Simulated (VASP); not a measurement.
# Li (Im-3m) in VASP: relaxation of cell and atoms with PBEsol

Aim: the relaxation of cell and atoms of Li with PBEsol.

Everything below comes from runs of VASP 6.6.1. Logs are shortened: lines on timing, memory, paths and dates and some standing lists are left out, and cuts for length are marked.

## 1. The cell of the first run

It takes space group Im-3m (No. 229, cubic). The conventional cell has a = 3.430 Å, b = 3.430 Å, c = 3.430 Å, α = 90.00°, β = 90.00°, γ = 90.00°. Li (site symmetry m-3m) has 14 Li at 2.97 to 3.43 Å within 3.9 Å.

## 2. Relaxation of cell and atoms, PBEsol

Contents of INCAR:

```
SYSTEM = Li
PREC = Accurate
ENCUT = 600
EDIFF = 1E-6
ISMEAR = -1
SIGMA = 0.08
LREAL = .False.
LASPH = .True.
NELM = 80
ALGO = Normal
ISIF = 3
LWAVE = .False.
LCHARG = .False.
GGA = PS
IBRION = 2
NSW = 60
EDIFFG = -0.005
```

Contents of KPOINTS:

```
regular mesh
0
Gamma
  16 16 16
  0 0 0
```

Contents of POSCAR:

```
Li
1.0
   -1.7148638923      1.7148638923      1.7148638923
    1.7148638923     -1.7148638923      1.7148638923
    1.7148638923      1.7148638923     -1.7148638923
Li
1
Direct
    0.0000000000      0.0000000000      0.0000000000
```

Potentials or basis: VASP PAW PBE potentials, release 64 (Li_sv).

Command:

```sh
cat potpaw_PBE.64/Li_sv/POTCAR > POTCAR
mpirun -np 1 vasp_std > vasp.out
```

OUTCAR:

```text
SYSTEM = Li
   PREC = Accurate
   ENCUT = 600
   EDIFF = 1E-6
   ISMEAR = -1
   LREAL = .False.
   LASPH = .True.
   NELM = 80
   ISIF = 3
   GGA = PS
   IBRION = 2
   NSW = 60
   EDIFFG = -0.005

 ion  position               nearest neighbor table
   1  0.000  0.000  0.000-

  LATTYP: Found a body centered cubic cell.
 ALAT       =     3.4297277846

  Lattice vectors:

 A1 = (  -1.7148638923,   1.7148638923,   1.7148638923)
 A2 = (   1.7148638923,  -1.7148638923,   1.7148638923)
 A3 = (   1.7148638923,   1.7148638923,  -1.7148638923)

Analysis of symmetry for initial positions (statically):
=====================================================================
 Subroutine PRICEL returns:
 Original cell was already a primitive cell.

 Routine SETGRP: Setting up the symmetry group for a
 body centered cubic supercell.

 Subroutine GETGRP returns: Found 48 space group operations
 (whereof 48 operations were pure point group operations)
 out of a pool of 48 trial point group operations.

The static configuration has the point symmetry O_h .

Analysis of symmetry for dynamics (positions and initial velocities):
=====================================================================
 Subroutine PRICEL returns:
 Original cell was already a primitive cell.

 Routine SETGRP: Setting up the symmetry group for a
 body centered cubic supercell.

 Subroutine GETGRP returns: Found 48 space group operations
 (whereof 48 operations were pure point group operations)
 out of a pool of 48 trial point group operations.

The dynamic configuration has the point symmetry O_h .

 Subroutine INISYM returns: Found 48 space group operations
 (whereof 48 operations are pure point group operations),
 and found     1 'primitive' translations

----------------------------------------------------------------------------------------

                                     Primitive cell

  volume of cell :      20.1720

  direct lattice vectors                    reciprocal lattice vectors
    -1.714863892  1.714863892  1.714863892     0.000000000  0.291568329  0.291568329
     1.714863892 -1.714863892  1.714863892     0.291568329  0.000000000  0.291568329
     1.714863892  1.714863892 -1.714863892     0.291568329  0.291568329  0.000000000

  length of vectors
     2.970231390  2.970231390  2.970231390     0.412339886  0.412339886  0.412339886

  position of ions in fractional coordinates (direct lattice)
     0.000000000  0.000000000  0.000000000

  ion indices of the primitive-cell ions
   primitive index   ion index
                 1           1

----------------------------------------------------------------------------------------

 KPOINTS: regular mesh

Automatic generation of k-mesh.
 Grid dimensions read from file:
 generate k-points for:   16   16   16

 Generating k-lattice:

  Cartesian coordinates                     Fractional coordinates (reciprocal lattice)
     0.000000000  0.018223021  0.018223021     0.062500000  0.000000000  0.000000000
     0.018223021  0.000000000  0.018223021     0.000000000  0.062500000  0.000000000
     0.018223021  0.018223021  0.000000000     0.000000000  0.000000000  0.062500000

  Length of vectors
     0.025771243  0.025771243  0.025771243

  Shift w.r.t. Gamma in fractional coordinates (k-lattice)
     0.000000000  0.000000000  0.000000000

 Subroutine IBZKPT returns following result:
 ===========================================

 Found    145 irreducible k-points:

 Following reciprocal coordinates:
            Coordinates               Weight
  0.000000  0.000000  0.000000      1.000000
  0.062500  0.000000  0.000000     12.000000
  0.125000  0.000000  0.000000     12.000000
  0.187500  0.000000  0.000000     12.000000
  0.250000  0.000000  0.000000     12.000000
  0.312500  0.000000  0.000000     12.000000
[... 16 lines left out ...]
  0.187500  0.187500  0.000000     24.000000
  0.250000  0.187500  0.000000     48.000000
 [... further k-points ...]
   k-points           NKPTS =    145   k-points in BZ     NKDIM =    145   number of bands    NBANDS=      5
   number of dos      NEDOS =    301   number of ions     NIONS =      1
   total plane-waves  NPLWV =  13824
   dimension x,y,z NGX =    24 NGY =   24 NGZ =   24
   dimension x,y,z NGXF=    48 NGYF=   48 NGZF=   48
   ions per type =               1
   NGX,Y,Z   is equivalent  to a cutoff of  13.43, 13.43, 13.43 a.u.
   NGXF,Y,Z  is equivalent  to a cutoff of  26.87, 26.87, 26.87 a.u.
 SYSTEM =  Li
   PREC   = accura    normal or accurate (medium, high low for compatibility)
   ISTART =      0    job   : 0-new  1-cont  2-samecut
   ICHARG =      2    charge: 1-file 2-atom 10-const
   ISPIN  =      1    spin polarized calculation?
   LNONCOLLINEAR =      F non collinear calculations
   LSORBIT =      F    spin-orbit coupling
   LASPH  =      T    aspherical Exc in radial PAW
   ENCUT  =  600.0 eV  44.10 Ry    6.64 a.u.   5.93  5.93  5.93*2*pi/ulx,y,z
   NELM   =     80;   NELMIN=  2; NELMDL= -5     # of ELM steps
   EDIFF  = 0.1E-05   stopping-criterion for ELM
   LREAL  =      F    real-space projection
   EDIFFG = -.5E-02   stopping-criterion for IOM
   NSW    =     60    number of steps for IOM
   IBRION =      2    ionic relax: 0-MD 1-quasi-New 2-CG
   NFREE  =      1    steps in history (QN), initial steepest desc. (CG)
   ISIF   =      3    stress and relaxation
   ISYM   =      2    0-nonsym 1-usesym 2-fastsym
   POTIM  = 0.5000    time-step for ionic-motion
   TEBEG  =    0.0;   TEEND  =   0.0 temperature during run
   PSTRESS=    0.0 pullay stress
   NELECT =       3.0000    total number of electrons
   NUPDOWN=      -1.0000    fix difference up-down
   EMIN   =  10.00;   EMAX   =-10.00  energy-range for DOS
   EFERMI =   0.00;   METHOD = LEGACY
   ISMEAR =    -1;   SIGMA  =   0.08  broadening in eV -4-tet -1-fermi 0-gaus
   EFERMI_NEDOS =   21; number of points for ismear=-14 and -15
   IALGO  =     38    algorithm
   IMIX   =      4    mixing-type and parameters
     AMIX     =   0.40;   BMIX     =  1.00
     AMIX_MAG =   1.60;   BMIX_MAG =  1.00
  volume/ion in A,a.u.               =      20.17       136.13
  Fermi-wavevector in a.u.,A,eV,Ry     =   0.867359  1.639071 10.235823  0.752312
  Thomas-Fermi vector in A             =   1.985882
   LORBIT       =      0    0 simple, 1 ext, 2 COOP (PROOUT), +10 PAW based schemes
   GGA     = PS    functional components
   LHFCALC =     F    Hartree Fock is set to
   AEXX    =    0.0000 exact exchange contribution
   IVDW    =     0    specifies the selected vdW correction
   LEPSILON=     F    determine dielectric tensor
   LRPA    =     F    only Hartree local field effects (RPA)
 conjugate gradient relaxation of ions
 non-spin polarized calculation
  energy-cutoff  :      600.00
  volume of cell :       20.17
 maximum number of plane-waves:       691
   NGX = 11   NGY = 11   NGZ = 11

--------------------------------------- Ionic step        1  -------------------------------------------

 number of electron       3.0000002 magnetization

 Free energy of the ion-electron system (eV)
  ---------------------------------------------------
  ext. energy  EPLUGINS =         0.00000000
  ---------------------------------------------------
  free energy    TOTEN  =        -1.97155536 eV

  energy without entropy =       -1.96142716  energy(sigma->0) =       -1.96649126

------------------------ aborting loop because EDIFF is reached ----------------------------------------

  FORCE on cell =-STRESS in cart. coord.  units (eV):
  Direction    XX          YY          ZZ          XY          YZ          ZX
  --------------------------------------------------------------------------------------
  -------------------------------------------------------------------------------------
  Total       -0.0086806     -0.0086806     -0.0086806      0.0000000      0.0000000     -0.0000000
  in kB       -0.6894613     -0.6894613     -0.6894613      0.0000000      0.0000000     -0.0000000
  external PRESSURE =      -0.6894613 kB  Pullay stress =       0.0000000 kB
[... 55 lines left out ...]
  energy  without entropy=       -1.9614381617  energy(sigma->0) =       -1.96650138

--------------------------------------- Ionic step        3  -------------------------------------------

 number of electron       3.0000003 magnetization

 Free energy of the ion-electron system (eV)
  ---------------------------------------------------
  ext. energy  EPLUGINS =         0.00000000
  ---------------------------------------------------
  free energy    TOTEN  =        -1.97157704 eV

  energy without entropy =       -1.96145510  energy(sigma->0) =       -1.96651607

 E-fermi :   0.6481     XC(G=0):  -7.0408

 val. band max:        0.6243514447   @ k =   0.2500   0.2500   0.0000
 cond. band min:       0.6576110574   @ k =   0.3750   0.0625   0.0625
 fundamental gap:      0.0332596128
 Fermi energy:         0.6480937097

 k-point     1 :       0.0000    0.0000    0.0000
  band No.  band energies     occupation
      1     -45.2413      2.00000
      2      -2.9161      2.00000
      3      15.3773      0.00000
      4      15.3773      0.00000
      5      15.3773      0.00000

 k-point     2 :       0.0625    0.0000    0.0000
  band No.  band energies     occupation
      1     -45.2404      2.00000
      2      -2.8419      2.00000
      3      14.8676      0.00000
      4      14.9939      0.00000
      5      15.2452      0.00000
[... 169 lines left out ...]
 k-point    24 :       0.2500    0.1875    0.0000
  band No.  band energies     occupation
      1     -45.2224      2.00000
      2      -0.1775      1.99993
      3       6.6812      0.00000
      4       8.9222      0.00000
      5      11.9098      0.00000

 [... further k-points ...]

------------------------ aborting loop because EDIFF is reached ----------------------------------------

  FORCE on cell =-STRESS in cart. coord.  units (eV):
  Direction    XX          YY          ZZ          XY          YZ          ZX
  --------------------------------------------------------------------------------------
  -------------------------------------------------------------------------------------
  Total       -0.0013478     -0.0013478     -0.0013478      0.0000000      0.0000000     -0.0000000
  in kB       -0.1075207     -0.1075207     -0.1075207      0.0000000      0.0000000     -0.0000000
  external PRESSURE =      -0.1075207 kB  Pullay stress =       0.0000000 kB
[... 16 lines left out ...]
  FREE ENERGIE OF THE ION-ELECTRON SYSTEM (eV)
  ---------------------------------------------------
  free  energy   TOTEN  =        -1.9715770385 eV

  energy  without entropy=       -1.9614550987  energy(sigma->0) =       -1.96651607

 reached required accuracy - stopping structural energy minimisation
```

Run time: 11 s. Hardware: 1 thread of Intel Xeon Platinum 8488C (Sapphire Rapids), shared host; peak memory 0.13 GiB.

What came out:

```yaml
Free_energy: -1.9716 eV
Relaxed_volume: 20.08 Å³/atom
Relaxed_cell: a = 2.966 Å, b = 2.966 Å, c = 2.966 Å, α = 109.47°, β = 109.47°, γ = 109.47°
Space_group_after_relaxing_to_0.1_Å: Im-3m (No. 229)
Energy_gained_by_relaxing: 0.0 meV/atom
Ionic_steps: 3
Pressure_after_relaxing: 0.0 GPa
Band_gap_on_the_k_mesh: zero (an odd number of electrons rules out a gap without spin polarisation)
```

Final structure:
```yaml
crystal:
  lattice:
    - [-1.71235, 1.71235, 1.71235]
    - [1.71235, -1.71235, 1.71235]
    - [1.71235, 1.71235, -1.71235]
  atoms:
    - { symbol: Li, position: [0.00000, 0.00000, 0.00000] }
```

Caveat: the cutoff is under 1.25 times the usual one of these potentials, so pressure, stress and relaxed cells hold a basis-set (Pulay) error; the PAW data sets were made with another functional, which shifts forces and pressure a little.
